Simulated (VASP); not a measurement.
Si: single point with PBE

Si:

```
Si
1.0
     0.00000   -2.75746   -2.75746
     0.00000    2.75746   -2.75746
     5.51492    0.00000    0.00000
Si
4
Direct
  0.50793 0.52919 0.00000
  0.99207 0.97081 0.50000
  0.00793 0.47081 0.25000
  0.49207 0.02919 0.75000
```

This cell differs from its parent crystal: atoms displaced along a vibrational mode, the cell strained.

```
Program                : VASP 6.6.1
Task                   : single point
Functional             : PBE
Potentials or basis    : VASP PAW PBE potentials, release 64 (Si)
Cutoff                 : 520 eV
k mesh                 : 8 × 8 × 6
Occupations            : gaussian, width 0.05 eV
Spin                   : no spin polarisation
Dipole correction      : no
Further INCAR settings : ALGO = Normal; EDIFF = 1e-07; NBANDS = 16
```

The pressure is -2.6 GPa and the largest force is 0.311 eV/Å. The band gap on the k mesh is 0.60 eV (least direct gap 0.75 eV).

Forces on the atoms (eV/Å):
```
Si   0.095 -0.153  0.254
Si   0.095  0.153 -0.254
Si  -0.095  0.254 -0.153
Si  -0.095 -0.254  0.153
```

Stress tensor (GPa, compression positive):
```
-2.59  0.00  0.00
 0.00 -2.55 -0.13
 0.00 -0.13 -2.55
```

Levels at points of the mesh, in eV from the valence-band top:
```
           k point  band 4  band 5  band 6  band 7  band 8  band 9  band 10  band 11  band 12  band 13
(0.00, 0.00, 0.00)   -2.77   -2.74   -0.26   -0.02    0.00    0.75     0.93     2.49     2.52     2.54
(0.50, 0.00, 0.00)   -5.41   -3.61   -3.61   -1.33   -1.33    2.34     2.34     4.61     4.61     4.99
(0.00, 0.50, 0.00)   -5.46   -3.63   -3.63   -1.27   -1.27    2.39     2.39     4.62     4.62     4.93
(0.50, 0.50, 0.00)   -7.70   -2.77   -2.77   -2.75   -2.75    0.70     0.70     0.71     0.71     9.64
(0.00, 0.00, 0.50)   -3.56   -1.85   -1.85   -1.81   -1.81    1.13     1.13     2.98     2.98     5.57
(0.50, 0.00, 0.50)   -6.78   -1.21   -1.21   -1.16   -1.16    1.31     1.31     3.28     3.28     3.30
(0.00, 0.50, 0.50)   -6.83   -1.19   -1.19   -1.15   -1.15    1.29     1.29     3.27     3.27     3.36
(0.50, 0.50, 0.50)   -7.56   -3.70   -3.70   -3.70   -3.70    4.14     4.14     4.14     4.14     4.83
```

Wall time 68 s on 1 thread of AMD EPYC 9R45 96-Core Processor (Zen 5), on a shared host, peak memory 0.2 GiB.

Caveat: the cell differs from its parent crystal (atoms displaced along a vibrational mode, the cell strained). A k mesh can miss the band edges.
